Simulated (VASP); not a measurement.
# SnO2 (P4_2/mnm) in VASP: notebook

SnO2 is run at these levels: PBE; tasks: single point.

Program: VASP 6.6.1. These are calculated values, not measurements. Logs are shortened: lines on timing, memory, paths and dates and some standing lists are left out, and cuts for length are marked.

### Step 1. The cell of the first run

It takes space group P4_2/mnm (No. 136, tetragonal). Conventional cell: a = 5.021 Å, b = 5.021 Å, c = 3.368 Å, α = 90.00°, β = 90.00°, γ = 90.00°. Within 2.9 Å of Sn (site symmetry mmm) lie 6 O at 2.17 to 2.18 Å. O (site symmetry m2m) has 3 Sn at 2.17 to 2.18 Å and 1 O at 2.75 Å within 2.9 Å.

### Step 2. Single point, PBE (strain +0.040 along x and y, +0.040 along z)

The input, INCAR:

```
SYSTEM = SnO2
PREC = Accurate ; ENCUT = 520
EDIFF = 1E-6 ; ISMEAR = 0
SIGMA = 0.05 ; LREAL = .False.
LASPH = .True. ; NELM = 60
ALGO = Normal ; ISIF = 2
LWAVE = .False. ; LCHARG = .False.
GGA = PE ; NBANDS = 35
```

The input, KPOINTS:

```
Automatic mesh
0
Gamma
  6 6 8
  0 0 0
```

The input, POSCAR:

```
SnO2
1.0
    5.0208131959      0.0000000000      0.0000000000
    0.0000000000      5.0208131959      0.0000000000
    0.0000000000      0.0000000000      3.3675105782
Sn O
2 4
Direct
    0.0000000000      0.0000000000      0.0000000000
    0.5000000000      0.5000000000      0.5000000000
    0.3066050863      0.3066050863      0.0000000000
    0.1933949137      0.8066050863      0.5000000000
    0.6933949137      0.6933949137      0.0000000000
    0.8066050863      0.1933949137      0.5000000000
```

Potentials or basis: VASP PAW PBE potentials, release 64 (Sn_d, O).

Launch:

```sh
$ cat potpaw_PBE.64/Sn_d/POTCAR potpaw_PBE.64/O/POTCAR > POTCAR
$ mpirun -np 1 vasp_std > vasp.out
```

OUTCAR:

```text
SYSTEM = SnO2
   PREC = Accurate
   ENCUT = 520
   EDIFF = 1E-6
   ISMEAR = 0
   LREAL = .False.
   LASPH = .True.
   NELM = 60
   ISIF = 2
   GGA = PE

 ion  position               nearest neighbor table
   1  0.000  0.000  0.000-   4 2.17   6 2.17   4 2.17   6 2.17   5 2.18   3 2.18
   2  0.500  0.500  0.500-   3 2.17   5 2.17   3 2.17   5 2.17   4 2.18   6 2.18
   3  0.307  0.307  0.000-   2 2.17   2 2.17   1 2.18
   4  0.193  0.807  0.500-   1 2.17   1 2.17   2 2.18
   5  0.693  0.693  0.000-   2 2.17   2 2.17   1 2.18
   6  0.807  0.193  0.500-   1 2.17   1 2.17   2 2.18

  LATTYP: Found a simple tetragonal cell.
 ALAT       =     5.0208131959
 C/A-ratio  =     0.6707101911

  Lattice vectors:

 A1 = (   5.0208131959,   0.0000000000,   0.0000000000)
 A2 = (   0.0000000000,   5.0208131959,   0.0000000000)
 A3 = (   0.0000000000,   0.0000000000,   3.3675105782)

Analysis of symmetry for initial positions (statically):
=====================================================================
 Subroutine PRICEL returns:
 Original cell was already a primitive cell.

 Routine SETGRP: Setting up the symmetry group for a
 simple tetragonal supercell.

 Subroutine GETGRP returns: Found 16 space group operations
 (whereof  8 operations were pure point group operations)
 out of a pool of 16 trial point group operations.

The static configuration has the point symmetry D_2h.
 The point group associated with its full space group is D_4h.

Analysis of symmetry for dynamics (positions and initial velocities):
=====================================================================
 Subroutine PRICEL returns:
 Original cell was already a primitive cell.

 Routine SETGRP: Setting up the symmetry group for a
 simple tetragonal supercell.

 Subroutine GETGRP returns: Found 16 space group operations
 (whereof  8 operations were pure point group operations)
 out of a pool of 16 trial point group operations.

The dynamic configuration has the point symmetry D_2h.
 The point group associated with its full space group is D_4h.

 Subroutine INISYM returns: Found 16 space group operations
 (whereof  8 operations are pure point group operations),
 and found     1 'primitive' translations

----------------------------------------------------------------------------------------
[... 101 lines left out ...]
   EDIFF  = 0.1E-05   stopping-criterion for ELM
   LREAL  =      F    real-space projection
   EDIFFG = 0.1E-04   stopping-criterion for IOM
   NSW    =      0    number of steps for IOM
   IBRION =     -1    ionic relax: 0-MD 1-quasi-New 2-CG
   NFREE  =      0    steps in history (QN), initial steepest desc. (CG)
   ISIF   =      2    stress and relaxation
   ISYM   =      2    0-nonsym 1-usesym 2-fastsym
   POTIM  = 0.5000    time-step for ionic-motion
   TEBEG  =    0.0;   TEEND  =   0.0 temperature during run
   PSTRESS=    0.0 pullay stress
   NELECT =      52.0000    total number of electrons
   NUPDOWN=      -1.0000    fix difference up-down
   EMIN   =  10.00;   EMAX   =-10.00  energy-range for DOS
   EFERMI =   0.00;   METHOD = LEGACY
   ISMEAR =     0;   SIGMA  =   0.05  broadening in eV -4-tet -1-fermi 0-gaus
   EFERMI_NEDOS =   21; number of points for ismear=-14 and -15
   IALGO  =     38    algorithm
   IMIX   =      4    mixing-type and parameters
     AMIX     =   0.40;   BMIX     =  1.00
     AMIX_MAG =   1.60;   BMIX_MAG =  1.00
  volume/ion in A,a.u.               =      14.15        95.48
  Fermi-wavevector in a.u.,A,eV,Ry     =   1.390348  2.627377 26.300989  1.933068
  Thomas-Fermi vector in A             =   2.514292
   LORBIT       =      0    0 simple, 1 ext, 2 COOP (PROOUT), +10 PAW based schemes
   GGA     = PE    functional components
   LHFCALC =     F    Hartree Fock is set to
   AEXX    =    0.0000 exact exchange contribution
   IVDW    =     0    specifies the selected vdW correction
   LEPSILON=     F    determine dielectric tensor
   LRPA    =     F    only Hartree local field effects (RPA)
 non-spin polarized calculation
 Gauss-broadening in eV      SIGMA  =   0.05
  energy-cutoff  :      520.00
  volume of cell :       84.89
 maximum number of plane-waves:      2310
 NGX is ok and might be reduce to    40
   NGX = 19   NGY = 19   NGZ = 13

 number of electron      52.0000028 magnetization

 Free energy of the ion-electron system (eV)
  ---------------------------------------------------
  ext. energy  EPLUGINS =         0.00000000
  ---------------------------------------------------
  free energy    TOTEN  =       -36.82813182 eV

  energy without entropy =      -36.82798837  energy(sigma->0) =      -36.82806009

 E-fermi :   4.2332     XC(G=0): -10.3758

 val. band max:        4.1747514864   @ k =   0.0000   0.0000   0.1250
 cond. band min:       4.2691898786   @ k =   0.0000   0.0000   0.0000
 fundamental gap:      0.0944383922
 Fermi energy:         4.2331545525

 k-point     1 :       0.0000    0.0000    0.0000
  band No.  band energies     occupation
      1     -16.6828      2.00000
      2     -16.2579      2.00000
      3     -16.1707      2.00000
      4     -16.1368      2.00000
      5     -16.1368      2.00000
      6     -16.1096      2.00000
[... 901 lines left out ...]
     34      15.0560      0.00000
     35      15.9104      0.00000

 [... further k-points ...]

------------------------ aborting loop because EDIFF is reached ----------------------------------------

  FORCE on cell =-STRESS in cart. coord.  units (eV):
  Direction    XX          YY          ZZ          XY          YZ          ZX
  --------------------------------------------------------------------------------------
  -------------------------------------------------------------------------------------
  Total       -7.3391541     -7.3391541     -9.8284037     -0.0000000      0.0000000      0.0000000
  in kB     -138.5158564   -138.5158564   -185.4968225     -0.0000000      0.0000000      0.0000000
  external PRESSURE =    -154.1761785 kB  Pullay stress =       0.0000000 kB

 VOLUME and BASIS-vectors are now :
 -----------------------------------------------------------------------------
  energy-cutoff  :      520.00
  volume of cell :       84.89
      direct lattice vectors                 reciprocal lattice vectors
     5.020813196  0.000000000  0.000000000     0.199170923  0.000000000  0.000000000
     0.000000000  5.020813196  0.000000000     0.000000000  0.199170923  0.000000000
     0.000000000  0.000000000  3.367510578     0.000000000  0.000000000  0.296955266

 POSITION                                       TOTAL-FORCE (eV/Angst)
 -----------------------------------------------------------------------------------
      0.00000      0.00000      0.00000         0.000000      0.000000     -0.000000
      2.51041      2.51041      1.68376         0.000000      0.000000     -0.000000
      1.53941      1.53941      0.00000         0.228847      0.228847      0.000000
      0.97100      4.04981      1.68376        -0.228847      0.228847     -0.000000
      3.48141      3.48141      0.00000        -0.228847     -0.228847     -0.000000
      4.04981      0.97100      1.68376         0.228847     -0.228847     -0.000000
 -----------------------------------------------------------------------------------
    total drift:                                0.000000     -0.000000     -0.000000

  FREE ENERGIE OF THE ION-ELECTRON SYSTEM (eV)
  ---------------------------------------------------
  free  energy   TOTEN  =       -36.8281318206 eV

  energy  without entropy=      -36.8279883684  energy(sigma->0) =      -36.82806009
```

OSZICAR:

```text
N       E                     dE             d eps       ncg     rms          rms(c)
DAV:   1     0.628920856279E+03    0.62892E+03   -0.25465E+04  3826   0.218E+03
DAV:   2     0.592325247650E+02   -0.56969E+03   -0.53825E+03  3836   0.593E+02
DAV:   3    -0.374647158484E+02   -0.96697E+02   -0.94786E+02  3838   0.205E+02
DAV:   4    -0.426724281827E+02   -0.52077E+01   -0.51663E+01  4366   0.520E+01
DAV:   5    -0.428160396322E+02   -0.14361E+00   -0.14336E+00  4371   0.909E+00    0.149E+01
DAV:   6    -0.368264051523E+02    0.59896E+01   -0.17931E+01  5425   0.662E+01    0.583E+00
DAV:   7    -0.368690432362E+02   -0.42638E-01   -0.20947E+00  3892   0.819E+00    0.310E+00
DAV:   8    -0.368378111621E+02    0.31232E-01   -0.27204E-01  4352   0.365E+00    0.768E-01
DAV:   9    -0.368269342172E+02    0.10877E-01   -0.39284E-02  5720   0.229E+00    0.130E-01
DAV:  10    -0.368280577913E+02   -0.11236E-02   -0.50133E-03  4232   0.669E-01    0.609E-02
DAV:  11    -0.368281389058E+02   -0.81115E-04   -0.31274E-04  5692   0.163E-01    0.392E-02
DAV:  12    -0.368281346886E+02    0.42172E-05   -0.25401E-05  3894   0.374E-02    0.198E-02
DAV:  13    -0.368281318569E+02    0.28318E-05   -0.15848E-05  4341   0.251E-02    0.337E-03
DAV:  14    -0.368281318206E+02    0.36235E-07   -0.82369E-07  2337   0.806E-03
   1 F= -.36828132E+02 E0= -.36828060E+02  d E =-.143452E-03
```

stdout:

```text
POSCAR found type information on POSCAR SnO
 POSCAR found :  2 types and       6 ions
 scaLAPACK will be used
 LDA part: xc-table for (Slater+PW92), standard interpolation
 POSCAR, INCAR and KPOINTS ok, starting setup
 FFT: planning ... GRIDC
 FFT: planning ... GRID_SOFT
 FFT: planning ... GRID
 WAVECAR not read
 entering main loop
```

Wall time 2.3 min (1 thread of Intel Xeon Platinum 8259CL at 2.50GHz (Skylake/Cascade Lake), shared host); peak memory 0.26 GiB.

Results:

```
Free energy            : -36.8281 eV
Pressure               : -15.4 GPa
Largest force          : 0.324 eV/Å
Band gap on the k mesh : 0.09 eV (least direct gap 0.47 eV)
```

Forces on the atoms (eV/Å):
```
Sn   0.000  0.000  0.000
Sn   0.000  0.000  0.000
O    0.229  0.229  0.000
O   -0.229  0.229  0.000
O   -0.229 -0.229  0.000
O    0.229 -0.229  0.000
```

Stress tensor (GPa, compression positive):
```
-13.85   0.00   0.00
  0.00 -13.85   0.00
  0.00   0.00 -18.55
```

Caveat: the cell differs from its parent crystal (strain +0.040 along x and y, +0.040 along z); the cell stands under tension; semilocal functionals underestimate gaps, and a narrow one can read as zero; spin-orbit coupling is left out, which moves the levels of the heavy elements.

### Step 3. Single point, PBE (strain +0.080 along x and y, +0.000 along z)

The input, INCAR:

```
SYSTEM = SnO2
  PREC = Accurate
  ENCUT = 520
  EDIFF = 1E-6
  ISMEAR = 0
  SIGMA = 0.05
  LREAL = .False.
  LASPH = .True.
  NELM = 80
  ALGO = Normal
  ISIF = 2
  LWAVE = .False.
  LCHARG = .True.
  GGA = PE
  LELF = .True.
  LVHAR = .True.
  NBANDS = 35
```

The input, KPOINTS:

```
regular mesh
0
Gamma
  6 6 8
  0 0 0
```

Edit POSCAR of step 2 so:

```diff
@@ -2,5 +2,5 @@
 1.0
-    5.0208131959      0.0000000000      0.0000000000
-    0.0000000000      5.0208131959      0.0000000000
-    0.0000000000      0.0000000000      3.3675105782
+    5.2139213958      0.0000000000      0.0000000000
+    0.0000000000      5.2139213958      0.0000000000
+    0.0000000000      0.0000000000      3.2379909406
 Sn O
```

Potentials or basis: VASP PAW PBE potentials, release 64 (Sn_d, O).

Launch:

```sh
$ cat potpaw_PBE.64/Sn_d/POTCAR potpaw_PBE.64/O/POTCAR > POTCAR
$ mpirun -np 1 vasp_std > vasp.out
```

It took 1.9 min on 1 thread of Intel Xeon Platinum 8259CL at 2.50GHz (Skylake/Cascade Lake), shared host; peak memory 0.25 GiB.

Results (log left out):

- Free energy: -36.5172 eV
- Pressure: -16.3 GPa
- Largest force: 0.687 eV/Å
- Band gap on the k mesh: 0.08 eV (least direct gap 0.32 eV)

Forces in eV/Å, atoms in the order of the input:
```
Sn   0.000  0.000  0.000
Sn   0.000  0.000  0.000
O    0.486  0.486  0.000
O   -0.486  0.486  0.000
O   -0.486 -0.486  0.000
O    0.486 -0.486  0.000
```

Stress tensor (GPa, compression positive):
```
-17.96   0.00   0.00
  0.00 -17.96   0.00
  0.00   0.00 -13.06
```

Levels at points of the mesh, in eV from the valence-band top:
```tsv
k point	band 24	band 25	band 26	band 27	band 28	band 29
(0.00, 0.00, 0.00)	-0.61	-0.61	-0.24	0.08	4.88	5.74
(0.50, 0.00, 0.00)	-0.98	-0.50	-0.50	2.63	2.63	6.59
(0.50, 0.50, 0.00)	-1.06	-0.72	-0.72	3.11	3.11	6.56
(0.00, 0.00, 0.50)	-1.05	-0.88	-0.88	4.16	4.16	8.01
(0.50, 0.00, 0.50)	-0.78	-0.74	-0.74	4.33	4.33	6.15
(0.50, 0.50, 0.50)	-0.73	-0.59	-0.59	3.11	3.11	7.71
```

Caveat: the cell differs from its parent crystal (strain +0.080 along x and y, +0.000 along z); the cell stands under tension; semilocal functionals underestimate gaps, and a narrow one can read as zero; spin-orbit coupling is left out, which moves the levels of the heavy elements. A k mesh can miss the band edges.
